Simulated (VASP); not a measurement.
# Sc3BN2 (P6/mmm) in VASP: single point with PBE

Aim: the single point of Sc3BN2 with PBE.

All numbers are computed with VASP 6.6.1; they aren't measurements. Logs are shortened: lines on timing, memory, paths and dates and some standing lists are left out, and cuts for length are marked.

**1. The cell of the first run**

It takes space group P6/mmm (No. 191, hexagonal). The conventional cell has a = 5.943 Å, b = 5.943 Å, c = 3.871 Å, α = 90.00°, β = 90.00°, γ = 120.00°. Sc (site symmetry mmm) has 6 Sc at 2.97 to 3.87 Å and 2 B at 2.97 Å and 8 N at 3.25 to 3.92 Å within 4.0 Å. B (site symmetry 6/mmm) has 2 N at 1.32 Å within 1.8 Å. Within 1.7 Å of N (site symmetry 6mm) lie 1 N at 1.24 Å and 1 B at 1.32 Å.

**2. Single point, PBE**

The input, POSCAR:

```
Sc3BN2
1.0
    5.9433260572      0.0000000000      0.0000000000
   -2.9716630286      5.1470713485      0.0000000000
    0.0000000000      0.0000000000      3.8705986198
Sc B N
3 1 2
Direct
    0.5000000000      0.0000000000      0.0000000000
    0.0000000000      0.5000000000      0.0000000000
    0.5000000000      0.5000000000      0.0000000000
    0.0000000000      0.0000000000      0.0000000000
    0.0000000000      0.0000000000      0.3400609312
    0.0000000000      0.0000000000      0.6599390688
```

The input, INCAR.step1:

```
PREC = Accurate
ENCUT = 520
EDIFF = 1E-7
ISMEAR = 0
SIGMA = 0.1
LREAL = False
LASPH = True
NELM = 60
ALGO = Normal
ISIF = 2
LWAVE = False
LCHARG = True
LMAXMIX = 4
GGA = PE
NBANDS = 32
```

The input, KPOINTS.step1:

```
regular mesh
0
Gamma
  6 6 10
```

The input, INCAR.step2:

```
PREC = Accurate
ENCUT = 520
EDIFF = 1E-7
ISMEAR = -5
SIGMA = 0.1
LREAL = False
LASPH = True
NELM = 60
ALGO = Normal
ISIF = 2
LWAVE = False
LCHARG = False
LMAXMIX = 4
GGA = PE
LORBIT = 11
NEDOS = 2001
ICHARG = 11
```

The input, KPOINTS.step2:

```
regular mesh
0
Gamma
  9 9 15
```

Potentials or basis: VASP PAW PBE potentials, release 64 (Sc_sv, B, N).

The run is started by

```
$ cat potpaw_PBE.64/Sc_sv/POTCAR potpaw_PBE.64/B/POTCAR potpaw_PBE.64/N/POTCAR > POTCAR
$ cp INCAR.step1 INCAR
$ cp KPOINTS.step1 KPOINTS
$ mpirun -np 1 vasp_std > vasp.out
$ cp INCAR.step2 INCAR
$ cp KPOINTS.step2 KPOINTS
$ mpirun -np 1 vasp_std > vasp.out
```

OUTCAR:

```text
PREC = Accurate
   ENCUT = 520
   EDIFF = 1E-7
   ISMEAR = -5
   LREAL = False
   LASPH = True
   NELM = 60
   ISIF = 2
   GGA = PE
   LORBIT = 11
   ICHARG = 11

 ion  position               nearest neighbor table
   1  0.500  0.000  0.000-   2 2.97   3 2.97   3 2.97   2 2.97
   2  0.000  0.500  0.000-   1 2.97   1 2.97   3 2.97   3 2.97
   3  0.500  0.500  0.000-   1 2.97   1 2.97   2 2.97   2 2.97
   4  0.000  0.000  0.000-   5 1.32   6 1.32
   5  0.000  0.000  0.340-   6 1.24   4 1.32
   6  0.000  0.000  0.660-   5 1.24   4 1.32

  LATTYP: Found a hexagonal cell.
 ALAT       =     5.9433260572
 C/A-ratio  =     0.6512512661

  Lattice vectors:

 A1 = (   5.9433260572,   0.0000000000,   0.0000000000)
 A2 = (  -2.9716630286,   5.1470713485,   0.0000000000)
 A3 = (   0.0000000000,   0.0000000000,   3.8705986198)

Analysis of symmetry for initial positions (statically):
=====================================================================
 Subroutine PRICEL returns:
 Original cell was already a primitive cell.

 Routine SETGRP: Setting up the symmetry group for a
 hexagonal supercell.

 Subroutine GETGRP returns: Found 24 space group operations
 (whereof 24 operations were pure point group operations)
 out of a pool of 24 trial point group operations.

The static configuration has the point symmetry D_6h.

Analysis of symmetry for dynamics (positions and initial velocities):
=====================================================================
 Subroutine PRICEL returns:
 Original cell was already a primitive cell.

 Routine SETGRP: Setting up the symmetry group for a
 hexagonal supercell.

 Subroutine GETGRP returns: Found 24 space group operations
 (whereof 24 operations were pure point group operations)
 out of a pool of 24 trial point group operations.

The dynamic configuration has the point symmetry D_6h.

 Subroutine INISYM returns: Found 24 space group operations
 (whereof 24 operations are pure point group operations),
 and found     1 'primitive' translations

----------------------------------------------------------------------------------------

                                     Primitive cell

  volume of cell :     118.4044

  direct lattice vectors                    reciprocal lattice vectors
     5.943326057  0.000000000  0.000000000     0.168255955  0.097142621  0.000000000
    -2.971663029  5.147071348  0.000000000     0.000000000  0.194285242  0.000000000
[... 104 lines left out ...]
   TEBEG  =    0.0;   TEEND  =   0.0 temperature during run
   PSTRESS=    0.0 pullay stress
   NELECT =      46.0000    total number of electrons
   NUPDOWN=      -1.0000    fix difference up-down
   EMIN   =  10.00;   EMAX   =-10.00  energy-range for DOS
   EFERMI =   0.00;   METHOD = LEGACY
   ISMEAR =    -5;   SIGMA  =   0.10  broadening in eV -4-tet -1-fermi 0-gaus
   EFERMI_NEDOS =   21; number of points for ismear=-14 and -15
   IALGO  =     38    algorithm
   IMIX   =      4    mixing-type and parameters
     AMIX     =   0.40;   BMIX     =  1.00
     AMIX_MAG =   1.60;   BMIX_MAG =  1.00
  volume/ion in A,a.u.               =      19.73       133.17
  Fermi-wavevector in a.u.,A,eV,Ry     =   1.194551  2.257375 19.414872  1.426953
  Thomas-Fermi vector in A             =   2.330539
   LORBIT       =     11    0 simple, 1 ext, 2 COOP (PROOUT), +10 PAW based schemes
   GGA     = PE    functional components
   LHFCALC =     F    Hartree Fock is set to
   AEXX    =    0.0000 exact exchange contribution
   IVDW    =     0    specifies the selected vdW correction
   LEPSILON=     F    determine dielectric tensor
   LRPA    =     F    only Hartree local field effects (RPA)
 non-spin polarized calculation
 Fermi weights with tetrahedron method with Bloechl corrections
  energy-cutoff  :      520.00
  volume of cell :      118.40
 maximum number of plane-waves:      3209
 NGX is ok and might be reduce to    48

 number of electron      46.0000007 magnetization

 Free energy of the ion-electron system (eV)
  ---------------------------------------------------
  ext. energy  EPLUGINS =         0.00000000
  ---------------------------------------------------
  free energy    TOTEN  =       -37.27487986 eV

  energy without entropy =      -37.27487986  energy(sigma->0) =      -37.27487986

 E-fermi :   3.3739     XC(G=0):  -9.2326

 val. band max:        3.4028104099   @ k =   0.4444   0.1111   0.2667
 cond. band min:       3.3211092312   @ k =   0.2222   0.2222   0.0000
 fundamental gap:     -0.0817011787
 Fermi energy:         3.3738606287

 k-point     1 :       0.0000    0.0000    0.0000
  band No.  band energies     occupation
      1     -46.5835      2.00000
      2     -46.4946      2.00000
      3     -46.4946      2.00000
      4     -25.4122      2.00000
      5     -25.4122      2.00000
      6     -25.3942      2.00000
[... 709 lines left out ...]
     26       3.9816      0.00000
     27       3.9835      0.00000

 [... further k-points ...]
[... 5 lines left out ...]
  --------------------------------------------------------------------------------------
  -------------------------------------------------------------------------------------
  Total       -0.2100351     -0.2100351     -0.1126058      0.0000000      0.0000000     -0.0000000
  in kB       -2.8420681     -2.8420681     -1.5237138      0.0000000      0.0000000     -0.0000000
  external PRESSURE =      -2.4026167 kB  Pullay stress =       0.0000000 kB

 VOLUME and BASIS-vectors are now :
 -----------------------------------------------------------------------------
  energy-cutoff  :      520.00
  volume of cell :      118.40
      direct lattice vectors                 reciprocal lattice vectors
     5.943326057  0.000000000  0.000000000     0.168255955  0.097142621  0.000000000
    -2.971663029  5.147071348  0.000000000     0.000000000  0.194285242  0.000000000
     0.000000000  0.000000000  3.870598620     0.000000000  0.000000000  0.258357969

 POSITION                                       TOTAL-FORCE (eV/Angst)
 -----------------------------------------------------------------------------------
      2.97166      0.00000      0.00000         0.000000      0.000000      0.000000
     -1.48583      2.57354      0.00000         0.000000      0.000000      0.000000
      1.48583      2.57354      0.00000         0.000000      0.000000      0.000000
      0.00000      0.00000      0.00000         0.000000      0.000000      0.000000
      0.00000      0.00000      1.31624        -0.000000     -0.000000     -0.224393
      0.00000      0.00000      2.55436        -0.000000      0.000000      0.224393
 -----------------------------------------------------------------------------------
    total drift:                               -0.000000      0.000000      0.000000

  FREE ENERGIE OF THE ION-ELECTRON SYSTEM (eV)
  ---------------------------------------------------
  free  energy   TOTEN  =       -37.2748798596 eV

  energy  without entropy=      -37.2748798596  energy(sigma->0) =      -37.27487986

 total charge

# of ion       s       p       d       tot
------------------------------------------
    1        2.272   6.040   1.088   9.401
    2        2.272   6.040   1.088   9.401
    3        2.272   6.040   1.088   9.401
    4        0.714   1.539   0.000   2.254
    5        1.225   2.724   0.000   3.949
    6        1.225   2.724   0.000   3.949
--------------------------------------------------
tot          9.982  25.108   3.264  38.353
```

OUTCAR.step1:

```text
PREC = Accurate
   ENCUT = 520
   EDIFF = 1E-7
   ISMEAR = 0
   LREAL = False
[... 1078 lines left out ...]
      1.48583      2.57354      0.00000        -0.000000      0.000000      0.000000
      0.00000      0.00000      0.00000        -0.000000      0.000000      0.000000
      0.00000      0.00000      1.31624         0.000000      0.000000     -0.165360
      0.00000      0.00000      2.55436        -0.000000     -0.000000      0.165360
 -----------------------------------------------------------------------------------
    total drift:                               -0.000000      0.000000      0.000000

  FREE ENERGIE OF THE ION-ELECTRON SYSTEM (eV)
  ---------------------------------------------------
  free  energy   TOTEN  =       -37.3021294836 eV

  energy  without entropy=      -37.2471276940  energy(sigma->0) =      -37.27462859
```

OSZICAR.step1:

```text
N       E                     dE             d eps       ncg     rms          rms(c)
DAV:   1     0.799596036580E+03    0.79960E+03   -0.20845E+04  2688   0.145E+03
DAV:   2     0.453861490631E+02   -0.75421E+03   -0.74054E+03  3648   0.589E+02
DAV:   3    -0.372939028357E+02   -0.82680E+02   -0.78637E+02  4568   0.219E+02
DAV:   4    -0.433228438206E+02   -0.60289E+01   -0.56492E+01  4536   0.526E+01
DAV:   5    -0.435712517548E+02   -0.24841E+00   -0.24211E+00  4584   0.113E+01    0.147E+01
DAV:   6    -0.389425211219E+02    0.46287E+01   -0.51885E+01  4192   0.320E+01    0.859E+00
DAV:   7    -0.374621694008E+02    0.14804E+01   -0.66705E+00  4624   0.160E+01    0.390E+00
DAV:   8    -0.373057372880E+02    0.15643E+00   -0.11448E+00  4352   0.798E+00    0.105E+00
DAV:   9    -0.373020740178E+02    0.36633E-02   -0.61869E-02  4288   0.225E+00    0.568E-01
DAV:  10    -0.373018706688E+02    0.20335E-03   -0.57783E-03  4536   0.794E-01    0.167E-01
DAV:  11    -0.373021036044E+02   -0.23294E-03   -0.48792E-04  4688   0.192E-01    0.438E-02
DAV:  12    -0.373021276815E+02   -0.24077E-04   -0.57068E-05  4112   0.606E-02    0.170E-02
DAV:  13    -0.373021292946E+02   -0.16130E-05   -0.76183E-06  4456   0.195E-02    0.439E-03
DAV:  14    -0.373021293337E+02   -0.39143E-07   -0.11284E-06  3856   0.731E-03    0.128E-03
DAV:  15    -0.373021294642E+02   -0.13047E-06   -0.11729E-07  2472   0.280E-03    0.544E-04
DAV:  16    -0.373021294836E+02   -0.19450E-07   -0.28963E-08  2352   0.217E-03
   1 F= -.37302129E+02 E0= -.37274629E+02  d E =-.550018E-01
```

It took 9.7 min on 1 thread of AMD EPYC 7R13 (Zen 3), shared host; peak memory 0.4 GiB.

What came out:

```yaml
Valence_electrons_inside_the_program's_atomic_spheres: Sc 9.40; B 2.25; N 3.95
```

Caveat: the standard files for N, O and F lose accuracy on very short bonds.
